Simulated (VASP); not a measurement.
# Sc3Ge (Pm-3m) in VASP: notebook, part 2 of 2

VASP 6.6.1.

### 4 Relaxation of cell and atoms, PBE

Contents of INCAR:

```
SYSTEM = Sc3Ge
PREC = Accurate ; ENCUT = 600
EDIFF = 1E-6 ; ISMEAR = 0
SIGMA = 0.1 ; LREAL = .False.
LASPH = .True. ; NELM = 80
ALGO = Normal ; ISIF = 3
LWAVE = .False. ; LCHARG = .False.
GGA = PE ; IBRION = 2
NSW = 90 ; EDIFFG = -0.04
```

Contents of KPOINTS:

```
Automatic mesh
0
Gamma
  4 4 4
  0 0 0
```

Contents of POSCAR:

```
Sc3Ge
1.0
    4.1974007957      0.0000000000      0.0000000000
    0.0000000000      4.1974007957      0.0000000000
    0.0000000000      0.0000000000      4.1974007957
Sc Ge
3 1
Direct
    0.0000000000      0.5000000000      0.5000000000
    0.5000000000      0.0000000000      0.5000000000
    0.5000000000      0.5000000000      0.0000000000
    0.0000000000      0.0000000000      0.0000000000
```

Potentials or basis: VASP PAW PBE potentials, release 64 (Sc_sv, Ge_d).

Run with:

```console
$ cat potpaw_PBE.64/Sc_sv/POTCAR potpaw_PBE.64/Ge_d/POTCAR > POTCAR
$ mpirun -np 1 vasp_std > vasp.out
```

OUTCAR:

```text
SYSTEM = Sc3Ge
   PREC = Accurate
   ENCUT = 600
   EDIFF = 1E-6
   ISMEAR = 0
   LREAL = .False.
   LASPH = .True.
   NELM = 80
   ISIF = 3
   GGA = PE
   IBRION = 2
   NSW = 90
   EDIFFG = -0.04

 ion  position               nearest neighbor table
   1  0.000  0.500  0.500-   2 2.97   3 2.97   4 2.97   3 2.97   4 2.97   2 2.97   4 2.97   4 2.97
                             2 2.97   3 2.97   3 2.97   2 2.97
   2  0.500  0.000  0.500-   1 2.97   3 2.97   4 2.97   3 2.97   4 2.97   1 2.97   3 2.97   3 2.97
                             1 2.97   4 2.97   4 2.97   1 2.97
   3  0.500  0.500  0.000-   1 2.97   2 2.97   4 2.97   1 2.97   2 2.97   2 2.97   4 2.97   2 2.97
                             1 2.97   4 2.97   1 2.97   4 2.97
   4  0.000  0.000  0.000-   1 2.97   2 2.97   3 2.97   1 2.97   2 2.97   1 2.97   3 2.97   1 2.97
                             2 2.97   3 2.97   2 2.97   3 2.97

  LATTYP: Found a simple cubic cell.
 ALAT       =     4.1974007957

  Lattice vectors:

 A1 = (   4.1974007957,   0.0000000000,   0.0000000000)
 A2 = (   0.0000000000,   4.1974007957,   0.0000000000)
 A3 = (   0.0000000000,   0.0000000000,   4.1974007957)

Analysis of symmetry for initial positions (statically):
=====================================================================
 Subroutine PRICEL returns:
 Original cell was already a primitive cell.

 Routine SETGRP: Setting up the symmetry group for a
 simple cubic supercell.

 Subroutine GETGRP returns: Found 48 space group operations
 (whereof 48 operations were pure point group operations)
 out of a pool of 48 trial point group operations.

The static configuration has the point symmetry O_h .

Analysis of symmetry for dynamics (positions and initial velocities):
=====================================================================
 Subroutine PRICEL returns:
 Original cell was already a primitive cell.

 Routine SETGRP: Setting up the symmetry group for a
 simple cubic supercell.

 Subroutine GETGRP returns: Found 48 space group operations
 (whereof 48 operations were pure point group operations)
 out of a pool of 48 trial point group operations.

The dynamic configuration has the point symmetry O_h .
[... 100 lines left out ...]
   NUPDOWN=      -1.0000    fix difference up-down
   EMIN   =  10.00;   EMAX   =-10.00  energy-range for DOS
   EFERMI =   0.00;   METHOD = LEGACY
   ISMEAR =     0;   SIGMA  =   0.10  broadening in eV -4-tet -1-fermi 0-gaus
   EFERMI_NEDOS =   21; number of points for ismear=-14 and -15
   IALGO  =     38    algorithm
   IMIX   =      4    mixing-type and parameters
     AMIX     =   0.40;   BMIX     =  1.00
     AMIX_MAG =   1.60;   BMIX_MAG =  1.00
  volume/ion in A,a.u.               =      18.49       124.76
  Fermi-wavevector in a.u.,A,eV,Ry     =   1.407539  2.659862 26.955389  1.981165
  Thomas-Fermi vector in A             =   2.529788
   LORBIT       =      0    0 simple, 1 ext, 2 COOP (PROOUT), +10 PAW based schemes
   GGA     = PE    functional components
   LHFCALC =     F    Hartree Fock is set to
   AEXX    =    0.0000 exact exchange contribution
   IVDW    =     0    specifies the selected vdW correction
   LEPSILON=     F    determine dielectric tensor
   LRPA    =     F    only Hartree local field effects (RPA)
 conjugate gradient relaxation of ions
 non-spin polarized calculation
 Gauss-broadening in eV      SIGMA  =   0.10
  energy-cutoff  :      600.00
  volume of cell :       73.95
 maximum number of plane-waves:      2517
 NGX is ok and might be reduce to    36
   NGX = 17   NGY = 17   NGZ = 17

--------------------------------------- Ionic step        1  -------------------------------------------

 number of electron      46.9999999 magnetization

 Free energy of the ion-electron system (eV)
  ---------------------------------------------------
  ext. energy  EPLUGINS =         0.00000000
  ---------------------------------------------------
  free energy    TOTEN  =       -24.60525689 eV

  energy without entropy =      -24.56251721  energy(sigma->0) =      -24.58388705

------------------------ aborting loop because EDIFF is reached ----------------------------------------

  FORCE on cell =-STRESS in cart. coord.  units (eV):
  Direction    XX          YY          ZZ          XY          YZ          ZX
  --------------------------------------------------------------------------------------
  -------------------------------------------------------------------------------------
  Total        4.3333299      4.3333299      4.3333299     -0.0000000     -0.0000000     -0.0000000
  in kB       93.8838777     93.8838777     93.8838777     -0.0000000     -0.0000000     -0.0000000
  external PRESSURE =      93.8838777 kB  Pullay stress =       0.0000000 kB
[... 63 lines left out ...]
--------------------------------------- Ionic step        3  -------------------------------------------

 number of electron      47.0000018 magnetization

 Free energy of the ion-electron system (eV)
  ---------------------------------------------------
  ext. energy  EPLUGINS =         0.00000000
  ---------------------------------------------------
  free energy    TOTEN  =       -24.83834271 eV

  energy without entropy =      -24.78726531  energy(sigma->0) =      -24.81280401

 E-fermi :   5.3349     XC(G=0): -10.6459

 val. band max:        5.3217745435   @ k =   0.5000   0.2500   0.0000
 cond. band min:       5.3409277471   @ k =   0.5000   0.2500   0.2500
 fundamental gap:      0.0191532037
 Fermi energy:         5.3349099750

 k-point     1 :       0.0000    0.0000    0.0000
  band No.  band energies     occupation
      1     -44.1614      2.00000
      2     -44.0398      2.00000
      3     -44.0398      2.00000
      4     -22.9942      2.00000
      5     -22.9942      2.00000
      6     -22.9942      2.00000
[... 330 lines left out ...]
  FREE ENERGIE OF THE ION-ELECTRON SYSTEM (eV)
  ---------------------------------------------------
  free  energy   TOTEN  =       -24.8383427123 eV

  energy  without entropy=      -24.7872653146  energy(sigma->0) =      -24.81280401

 reached required accuracy - stopping structural energy minimisation
```

It took 48 s on 1 thread of Intel Xeon 6975P-C (Granite Rapids), shared host; peak memory 0.22 GiB.

Results:

```yaml
Free_energy: -24.8383 eV
Relaxed_volume: 20.66 Å³/atom
Relaxed_cell: a = 4.356 Å, b = 4.356 Å, c = 4.356 Å, α = 90.00°, β = 90.00°, γ = 90.00°
Space_group_after_relaxing_to_0.05_Å: Pm-3m (No. 221)
Energy_gained_by_relaxing: 58.3 meV/atom
Ionic_steps: 3
Pressure_after_relaxing: 0.0 GPa
```

Step by step:
| step | energy change (eV) | largest force (eV/Å) | pressure (GPa) | volume (Å³) |
| --- | --- | --- | --- | --- |
| 1 | 0.0000 | 0.0000 | 9.39 | 73.95 |
| 2 | -0.2036 | 0.0000 | -2.56 | 86.16 |
| 3 | -0.2331 | 0.0000 | 0.00 | 82.63 |

Final structure:
```cif
data_structure
_symmetry_space_group_name_H-M 'P 1'
_symmetry_Int_Tables_number 1
_cell_length_a 4.3555
_cell_length_b 4.3555
_cell_length_c 4.3555
_cell_angle_alpha 90.000
_cell_angle_beta 90.000
_cell_angle_gamma 90.000
_cell_volume 82.63
loop_
_atom_site_label
_atom_site_type_symbol
_atom_site_fract_x
_atom_site_fract_y
_atom_site_fract_z
_atom_site_occupancy
Sc1 Sc 0.00000 0.50000 0.50000 1
Sc2 Sc 0.50000 0.00000 0.50000 1
Sc3 Sc 0.50000 0.50000 0.00000 1
Ge1 Ge 0.00000 0.00000 0.00000 1
```

Levels at points of the mesh, in eV from the Fermi level:
| k point | band 21 | band 22 | band 23 | band 24 | band 25 | band 26 |
| --- | --- | --- | --- | --- | --- | --- |
| (0.00, 0.00, 0.00) | -1.23 | -0.69 | -0.69 | -0.69 | -0.59 | -0.59 |
| (0.50, 0.00, 0.00) | -1.78 | -1.66 | -0.09 | 0.02 | 0.80 | 0.80 |
| (0.50, 0.50, 0.00) | -2.02 | -1.53 | 0.07 | 0.25 | 0.25 | 1.03 |
| (0.50, 0.50, 0.50) | -2.29 | -1.62 | -1.62 | -1.62 | 0.47 | 1.26 |

Caveat: the k points lie up to 0.36 Å⁻¹ apart in the final cell.

### 5 Single point, PBE

This run uses another cell than the first one, of 20.58 Å³/atom, 1.113 times its volume.

Contents of INCAR:

```
PREC = Accurate
ENCUT = 520
EDIFF = 1E-6
ISMEAR = 0
SIGMA = 0.1
LREAL = False
LASPH = True
NELM = 100
ALGO = Fast
ISIF = 2
LWAVE = False
LCHARG = False
GGA = PE
NBANDS = 32
```

Contents of KPOINTS:

```
Automatic mesh
0
Gamma
  10 10 10
```

Contents of POSCAR:

```
Sc3Ge
1.0
    4.3500025383      0.0000000000      0.0000000000
    0.0000000000      4.3500025383      0.0000000000
    0.0000000000      0.0000000000      4.3500025383
Sc Ge
3 1
Direct
    0.0000000000      0.5000000000      0.5000000000
    0.5000000000      0.0000000000      0.5000000000
    0.5000000000      0.5000000000      0.0000000000
    0.0000000000      0.0000000000      0.0000000000
```

Run with:

```console
$ cat potpaw_PBE.64/Sc_sv/POTCAR potpaw_PBE.64/Ge_d/POTCAR > POTCAR
$ mpirun -np 1 vasp_std > vasp.out
```

Run time: 85 s. Hardware: 1 thread of Intel Xeon 6975P-C (Granite Rapids), shared host; peak memory 0.26 GiB.

Results (log left out):

```
Free energy : -24.8346 eV
Pressure    : 0.1 GPa
```

Levels at points of the mesh, in eV from the Fermi level:
| k point | band 22 | band 23 | band 24 | band 25 | band 26 | band 27 |
| --- | --- | --- | --- | --- | --- | --- |
| (0.00, 0.00, 0.00) | -0.65 | -0.65 | -0.65 | -0.56 | -0.56 | -0.56 |
| (0.50, 0.00, 0.00) | -1.63 | -0.05 | 0.07 | 0.85 | 0.85 | 1.37 |
| (0.50, 0.50, 0.00) | -1.49 | 0.11 | 0.29 | 0.29 | 1.07 | 1.07 |
| (0.50, 0.50, 0.50) | -1.58 | -1.58 | -1.58 | 0.52 | 1.31 | 1.31 |

### 6 Summary

```tsv
task	cell	k mesh	cutoff (eV)	gap on the mesh (eV)	pressure (GPa)
single point	a = 4.197 Å, 4 atoms	4 × 4 × 4	520	none	9.3
single point	a = 4.361 Å, 4 atoms	4 × 4 × 4	520	none	-0.2
relaxation of cell and atoms	relaxed from a = 4.197 Å, 4 atoms	4 × 4 × 4	600	none	0.0
single point	a = 4.350 Å, 4 atoms	10 × 10 × 10	520	none	0.1
```

Alike in all rows: level PBE; potentials or basis VASP PAW PBE potentials, release 64 (Sc_sv, Ge_d); no spin polarisation; smearing gaussian 0.1 eV.

Caveats: some runs use coarse meshes.

Absolute energies hang on the potentials; compare differences alone.
